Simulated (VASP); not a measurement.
Sb, 4 atoms in the cell. The cell holds a slab with vacuum, 4 atoms: a = 4.069 Å, b = 4.069 Å, c = 20.800 Å, α = 90.00°, β = 90.00°, γ = 120.00°.  This cell differs from its parent crystal: layers slid over each other, then relaxed in part.

```yaml
Program: VASP 6.6.1
Task: single point
Functional: PBE
Dispersion: D3(BJ)
Potentials_or_basis: VASP PAW PBE potentials, release 64 (Sb_d_GW)
Cutoff: 400 eV
k_mesh: 9 × 9 × 1
Occupations: gaussian, width 0.05 eV
Spin: no spin polarisation
Dipole_correction: yes
Further_INCAR_settings: ALGO = Normal; EDIFF = 1e-06; NBANDS = 38; NELMDL = -8
```

Potentials or basis: VASP PAW PBE potentials, release 64 (Sb_d_GW).

The run is started by

```sh
$ cat potpaw_PBE.64/Sb_d_GW/POTCAR > POTCAR
$ mpirun -np 1 vasp_std > vasp.out
```

Hardware: 1 thread of Intel(R) Xeon(R) Platinum 8259CL CPU @ 2.50GHz (Skylake/Cascade Lake), on a shared host.

Task: How long does it take, and how much memory?

Result: Run time: 7.4 min on 1 thread of Intel(R) Xeon(R) Platinum 8259CL CPU @ 2.50GHz (Skylake/Cascade Lake), on a shared host, peak memory 0.41 GiB. Counts: scf iterations 23, k points 25.
